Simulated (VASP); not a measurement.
# CdS (Fm-3m) in VASP: further runs

CdS is run at these levels: PBEsol; tasks: single point.

Program: VASP 6.6.1. These are calculated values, not measurements. Logs are shortened: lines on timing, memory, paths and dates and some standing lists are left out, and cuts for length are marked.

## 1. The cell of the first run

The structure is cubic, space group Fm-3m (No. 225). Conventional cell: a = 5.506 Å, b = 5.506 Å, c = 5.506 Å, α = 90.00°, β = 90.00°, γ = 90.00°. Cd (site symmetry m-3m) has 6 S at 2.75 Å within 3.6 Å. Within 3.6 Å of S (site symmetry m-3m) lie 6 Cd at 2.75 Å.

## 2. Single point, PBEsol

Contents of INCAR:

```
SYSTEM = CdS
  PREC = Accurate
  ENCUT = 500
  EDIFF = 1E-6
  ISMEAR = 0
  SIGMA = 0.01
  LREAL = .False.
  LASPH = .True.
  NELM = 120
  ALGO = Normal
  ISIF = 2
  LWAVE = .False.
  LCHARG = .True.
  GGA = PS
  LELF = .True.
  LVHAR = .True.
  NBANDS = 16
  GGA_COMPAT = .False.
```

Contents of KPOINTS:

```
Automatic mesh
0
Gamma
  6 6 6
  0 0 0
```

Contents of POSCAR:

```
CdS
1.0
    0.0000000000      2.7532440000      2.7532440000
    2.7532440000      0.0000000000      2.7532440000
    2.7532440000      2.7532440000      0.0000000000
Cd S
1 1
Direct
    0.0000000000      0.0000000000      0.0000000000
    0.5000000000      0.5000000000      0.5000000000
```

Potentials or basis: VASP PAW PBE potentials, release 64 (Cd, S).

Run with:

```console
cat potpaw_PBE.64/Cd/POTCAR potpaw_PBE.64/S/POTCAR > POTCAR
mpirun -np 1 vasp_std > vasp.out
```

OUTCAR:

```text
SYSTEM = CdS
   PREC = Accurate
   ENCUT = 500
   EDIFF = 1E-6
   ISMEAR = 0
   LREAL = .False.
   LASPH = .True.
   NELM = 120
   ISIF = 2
   GGA = PS

 ion  position               nearest neighbor table
   1  0.000  0.000  0.000-   2 2.75   2 2.75   2 2.75   2 2.75   2 2.75   2 2.75
   2  0.500  0.500  0.500-   1 2.75   1 2.75   1 2.75   1 2.75   1 2.75   1 2.75

  LATTYP: Found a face centered cubic cell.
 ALAT       =     5.5064880000

  Lattice vectors:

 A1 = (   0.0000000000,   2.7532440000,   2.7532440000)
 A2 = (   2.7532440000,   0.0000000000,   2.7532440000)
 A3 = (   2.7532440000,   2.7532440000,   0.0000000000)

Analysis of symmetry for initial positions (statically):
=====================================================================
 Subroutine PRICEL returns:
 Original cell was already a primitive cell.

 Routine SETGRP: Setting up the symmetry group for a
 face centered cubic supercell.

 Subroutine GETGRP returns: Found 48 space group operations
 (whereof 48 operations were pure point group operations)
 out of a pool of 48 trial point group operations.

The static configuration has the point symmetry O_h .

Analysis of symmetry for dynamics (positions and initial velocities):
=====================================================================
 Subroutine PRICEL returns:
 Original cell was already a primitive cell.

 Routine SETGRP: Setting up the symmetry group for a
 face centered cubic supercell.

 Subroutine GETGRP returns: Found 48 space group operations
 (whereof 48 operations were pure point group operations)
 out of a pool of 48 trial point group operations.

The dynamic configuration has the point symmetry O_h .

 Subroutine INISYM returns: Found 48 space group operations
 (whereof 48 operations are pure point group operations),
 and found     1 'primitive' translations

----------------------------------------------------------------------------------------

                                     Primitive cell

  volume of cell :      41.7411

  direct lattice vectors                    reciprocal lattice vectors
     0.000000000  2.753244000  2.753244000    -0.181603955  0.181603955  0.181603955
     2.753244000  0.000000000  2.753244000     0.181603955 -0.181603955  0.181603955
     2.753244000  2.753244000  0.000000000     0.181603955  0.181603955 -0.181603955

  length of vectors
     3.893675005  3.893675005  3.893675005     0.314547277  0.314547277  0.314547277

  position of ions in fractional coordinates (direct lattice)
     0.000000000  0.000000000  0.000000000
     0.500000000  0.500000000  0.500000000

  ion indices of the primitive-cell ions
   primitive index   ion index
                 1           1
                 2           2

----------------------------------------------------------------------------------------

 KPOINTS: Automatic mesh

Automatic generation of k-mesh.
 Grid dimensions read from file:
 generate k-points for:    6    6    6

 Generating k-lattice:

  Cartesian coordinates                     Fractional coordinates (reciprocal lattice)
    -0.030267326  0.030267326  0.030267326     0.166666667  0.000000000  0.000000000
     0.030267326 -0.030267326  0.030267326     0.000000000  0.166666667  0.000000000
     0.030267326  0.030267326 -0.030267326     0.000000000  0.000000000  0.166666667

  Length of vectors
     0.052424546  0.052424546  0.052424546

  Shift w.r.t. Gamma in fractional coordinates (k-lattice)
     0.000000000  0.000000000  0.000000000

 Subroutine IBZKPT returns following result:
 ===========================================

 Found     16 irreducible k-points:

 Following reciprocal coordinates:
            Coordinates               Weight
  0.000000  0.000000  0.000000      1.000000
  0.166667  0.000000  0.000000      8.000000
  0.333333  0.000000  0.000000      8.000000
  0.500000  0.000000  0.000000      4.000000
  0.166667  0.166667  0.000000      6.000000
  0.333333  0.166667  0.000000     24.000000
[... 8 lines left out ...]
 -0.333333  0.333333  0.166667     24.000000
 -0.333333  0.500000  0.166667     12.000000
   k-points           NKPTS =     16   k-points in BZ     NKDIM =     16   number of bands    NBANDS=     16
   number of dos      NEDOS =    301   number of ions     NIONS =      2
   total plane-waves  NPLWV =  21952
   dimension x,y,z NGX =    28 NGY =   28 NGZ =   28
   dimension x,y,z NGXF=    56 NGYF=   56 NGZF=   56
   ions per type =               1   1
   NGX,Y,Z   is equivalent  to a cutoff of  11.95, 11.95, 11.95 a.u.
   NGXF,Y,Z  is equivalent  to a cutoff of  23.91, 23.91, 23.91 a.u.
 SYSTEM =  CdS
   PREC   = accura    normal or accurate (medium, high low for compatibility)
   ISTART =      0    job   : 0-new  1-cont  2-samecut
   ICHARG =      2    charge: 1-file 2-atom 10-const
   ISPIN  =      1    spin polarized calculation?
   LNONCOLLINEAR =      F non collinear calculations
   LSORBIT =      F    spin-orbit coupling
   LASPH  =      T    aspherical Exc in radial PAW
   ENCUT  =  500.0 eV  36.75 Ry    6.06 a.u.   7.10  7.10  7.10*2*pi/ulx,y,z
   NELM   =    120;   NELMIN=  2; NELMDL= -5     # of ELM steps
   EDIFF  = 0.1E-05   stopping-criterion for ELM
   LREAL  =      F    real-space projection
   EDIFFG = 0.1E-04   stopping-criterion for IOM
   NSW    =      0    number of steps for IOM
   IBRION =     -1    ionic relax: 0-MD 1-quasi-New 2-CG
   NFREE  =      0    steps in history (QN), initial steepest desc. (CG)
   ISIF   =      2    stress and relaxation
   ISYM   =      2    0-nonsym 1-usesym 2-fastsym
   POTIM  = 0.5000    time-step for ionic-motion
   TEBEG  =    0.0;   TEEND  =   0.0 temperature during run
   PSTRESS=    0.0 pullay stress
   NELECT =      18.0000    total number of electrons
   NUPDOWN=      -1.0000    fix difference up-down
   EMIN   =  10.00;   EMAX   =-10.00  energy-range for DOS
   EFERMI =   0.00;   METHOD = LEGACY
   ISMEAR =     0;   SIGMA  =   0.01  broadening in eV -4-tet -1-fermi 0-gaus
   EFERMI_NEDOS =   21; number of points for ismear=-14 and -15
   IALGO  =     38    algorithm
   IMIX   =      4    mixing-type and parameters
     AMIX     =   0.40;   BMIX     =  1.00
     AMIX_MAG =   1.60;   BMIX_MAG =  1.00
  volume/ion in A,a.u.               =      20.87       140.84
  Fermi-wavevector in a.u.,A,eV,Ry     =   1.236833  2.337275 20.813583  1.529755
  Thomas-Fermi vector in A             =   2.371425
   LORBIT       =      0    0 simple, 1 ext, 2 COOP (PROOUT), +10 PAW based schemes
   GGA     = PS    functional components
   LHFCALC =     F    Hartree Fock is set to
   AEXX    =    0.0000 exact exchange contribution
   IVDW    =     0    specifies the selected vdW correction
   LEPSILON=     F    determine dielectric tensor
   LRPA    =     F    only Hartree local field effects (RPA)
 non-spin polarized calculation
 Gauss-broadening in eV      SIGMA  =   0.01
  energy-cutoff  :      500.00
  volume of cell :       41.74
 maximum number of plane-waves:      1068
   NGX = 15   NGY = 15   NGZ = 15

 number of electron      17.9999990 magnetization

 Free energy of the ion-electron system (eV)
  ---------------------------------------------------
  ext. energy  EPLUGINS =         0.00000000
  ---------------------------------------------------
  free energy    TOTEN  =        -6.61153722 eV

  energy without entropy =       -6.61153722  energy(sigma->0) =       -6.61153722

 E-fermi :   2.6880     XC(G=0): -10.5074

 val. band max:        2.6225987546   @ k =   0.5000   0.0000   0.0000
 cond. band min:       2.7479425985   @ k =   0.5000   0.5000   0.0000
 fundamental gap:      0.1253438439
 Fermi energy:         2.6879748210

 k-point     1 :       0.0000    0.0000    0.0000
  band No.  band energies     occupation
      1     -10.0608      2.00000
      2      -4.9431      2.00000
      3      -4.9431      2.00000
      4      -4.9415      2.00000
      5      -4.9415      2.00000
      6      -4.9415      2.00000
[... 8 lines left out ...]
     15      13.7937      0.00000
     16      13.7937      0.00000

 k-point     2 :       0.1667    0.0000    0.0000
  band No.  band energies     occupation
      1      -9.8319      2.00000
      2      -5.0194      2.00000
      3      -5.0194      2.00000
      4      -4.9683      2.00000
      5      -4.8930      2.00000
      6      -4.8930      2.00000
[... 8 lines left out ...]
     15      12.8283      0.00000
     16      13.3478      0.00000

 k-point     3 :       0.3333    0.0000    0.0000
  band No.  band energies     occupation
      1      -9.2884      2.00000
      2      -5.1653      2.00000
      3      -5.1653      2.00000
      4      -5.0761      2.00000
      5      -4.7933      2.00000
      6      -4.7933      2.00000
[... 8 lines left out ...]
     15      14.1849      0.00000
     16      14.1849      0.00000

 k-point     4 :       0.5000    0.0000    0.0000
  band No.  band energies     occupation
      1      -8.9491      2.00000
      2      -5.2350      2.00000
      3      -5.2350      2.00000
      4      -5.1899      2.00000
      5      -4.7424      2.00000
      6      -4.7424      2.00000
[... 8 lines left out ...]
     15      15.5732      0.00000
     16      15.5732      0.00000

 k-point     5 :       0.1667    0.1667    0.0000
  band No.  band energies     occupation
      1      -9.7761      2.00000
      2      -5.0799      2.00000
      3      -4.9800      2.00000
      4      -4.9167      2.00000
      5      -4.8917      2.00000
      6      -4.8917      2.00000
[... 8 lines left out ...]
     15      15.1047      0.00000
     16      15.6551      0.00000

 k-point     6 :       0.3333    0.1667    0.0000
  band No.  band energies     occupation
      1      -9.3927      2.00000
      2      -5.1199      2.00000
      3      -5.0161      2.00000
      4      -5.0092      2.00000
      5      -4.8201      2.00000
      6      -4.7815      2.00000
[... 8 lines left out ...]
     15      15.2857      0.00000
     16      15.5793      0.00000

 k-point     7 :       0.5000    0.1667    0.0000
  band No.  band energies     occupation
      1      -9.0133      2.00000
      2      -5.1424      2.00000
      3      -5.0921      2.00000
      4      -5.0604      2.00000
      5      -4.7314      2.00000
      6      -4.7284      2.00000
[... 8 lines left out ...]
     15      15.8409      0.00000
     16      16.5682      0.00000

 k-point     8 :      -0.3333    0.1667    0.0000
  band No.  band energies     occupation
      1      -9.0840      2.00000
      2      -5.1922      2.00000
      3      -5.1501      2.00000
      4      -5.0016      2.00000
      5      -4.7832      2.00000
      6      -4.7059      2.00000
[... 8 lines left out ...]
     15      15.1230      0.00000
     16      16.2760      0.00000

 k-point     9 :      -0.1667    0.1667    0.0000
  band No.  band energies     occupation
      1      -9.5170      2.00000
      2      -5.1285      2.00000
      3      -5.0807      2.00000
      4      -4.9801      2.00000
      5      -4.8675      2.00000
      6      -4.7897      2.00000
[... 8 lines left out ...]
     15      14.9105      0.00000
     16      15.1622      0.00000

 k-point    10 :       0.3333    0.3333    0.0000
  band No.  band energies     occupation
      1      -9.3067      2.00000
      2      -5.0569      2.00000
      3      -4.8635      2.00000
      4      -4.8282      2.00000
      5      -4.7618      2.00000
      6      -4.7618      2.00000
[... 8 lines left out ...]
     15      16.0895      0.00000
     16      18.0207      0.00000

 k-point    11 :       0.5000    0.3333    0.0000
  band No.  band energies     occupation
      1      -9.1234      2.00000
      2      -5.0610      2.00000
      3      -4.9406      2.00000
      4      -4.7828      2.00000
      5      -4.7035      2.00000
      6      -4.3963      2.00000
[... 8 lines left out ...]
     15      16.5779      0.00000
     16      17.6008      0.00000

 k-point    12 :      -0.3333    0.3333    0.0000
  band No.  band energies     occupation
      1      -9.0060      2.00000
      2      -5.0904      2.00000
      3      -5.0559      2.00000
      4      -4.8790      2.00000
      5      -4.7357      2.00000
      6      -4.4668      2.00000
[... 8 lines left out ...]
     15      14.6866      0.00000
     16      18.0666      0.00000

 k-point    13 :       0.5000    0.5000    0.0000
  band No.  band energies     occupation
      1      -9.1714      2.00000
      2      -5.0954      2.00000
      3      -4.8368      2.00000
      4      -4.6780      2.00000
      5      -4.6780      2.00000
      6      -4.0292      2.00000
[... 8 lines left out ...]
     15      16.9737      0.00000
     16      17.2480      0.00000

 k-point    14 :       0.5000    0.3333    0.1667
  band No.  band energies     occupation
      1      -9.1369      2.00000
      2      -5.0670      2.00000
      3      -5.0076      2.00000
      4      -4.9877      2.00000
      5      -4.7589      2.00000
      6      -4.6365      2.00000
[... 8 lines left out ...]
     15      16.4852      0.00000
     16      17.5164      0.00000

 k-point    15 :      -0.3333    0.3333    0.1667
  band No.  band energies     occupation
      1      -9.0059      2.00000
      2      -5.1214      2.00000
      3      -4.9738      2.00000
      4      -4.9461      2.00000
      5      -4.7135      2.00000
      6      -4.4696      2.00000
[... 8 lines left out ...]
     15      15.1220      0.00000
     16      17.2106      0.00000

 k-point    16 :      -0.3333    0.5000    0.1667
  band No.  band energies     occupation
      1      -9.0626      2.00000
      2      -5.0265      2.00000
      3      -5.0060      2.00000
      4      -4.8269      2.00000
      5      -4.6779      2.00000
      6      -4.1730      2.00000
[... 8 lines left out ...]
     15      16.2422      0.00000
     16      17.2393      0.00000

------------------------ aborting loop because EDIFF is reached ----------------------------------------

  FORCE on cell =-STRESS in cart. coord.  units (eV):
  Direction    XX          YY          ZZ          XY          YZ          ZX
  --------------------------------------------------------------------------------------
  -------------------------------------------------------------------------------------
  Total       -1.0264397     -1.0264397     -1.0264397     -0.0000000      0.0000000     -0.0000000
  in kB      -39.3985202    -39.3985202    -39.3985202     -0.0000000      0.0000000     -0.0000000
  external PRESSURE =     -39.3985202 kB  Pullay stress =       0.0000000 kB

 VOLUME and BASIS-vectors are now :
 -----------------------------------------------------------------------------
  energy-cutoff  :      500.00
  volume of cell :       41.74
      direct lattice vectors                 reciprocal lattice vectors
     0.000000000  2.753244000  2.753244000    -0.181603955  0.181603955  0.181603955
     2.753244000  0.000000000  2.753244000     0.181603955 -0.181603955  0.181603955
     2.753244000  2.753244000  0.000000000     0.181603955  0.181603955 -0.181603955

 POSITION                                       TOTAL-FORCE (eV/Angst)
 -----------------------------------------------------------------------------------
      0.00000      0.00000      0.00000         0.000000      0.000000      0.000000
      2.75324      2.75324      2.75324        -0.000000     -0.000000     -0.000000
 -----------------------------------------------------------------------------------
    total drift:                                0.000000      0.000000      0.000000

  FREE ENERGIE OF THE ION-ELECTRON SYSTEM (eV)
  ---------------------------------------------------
  free  energy   TOTEN  =        -6.6115372204 eV

  energy  without entropy=       -6.6115372204  energy(sigma->0) =       -6.61153722
```

It took 22 s on 1 thread of Intel Xeon 8259CL, shared host; peak memory 0.15 GiB.

What came out:

```
Free energy            : -6.6115 eV
Pressure               : -3.9 GPa
Band gap on the k mesh : 0.13 eV, indirect (least direct gap 1.41 eV)
```

Caveat: the PAW data sets were made with another functional, which shifts forces and pressure a little.

(Part 1 of 2 ends here.)
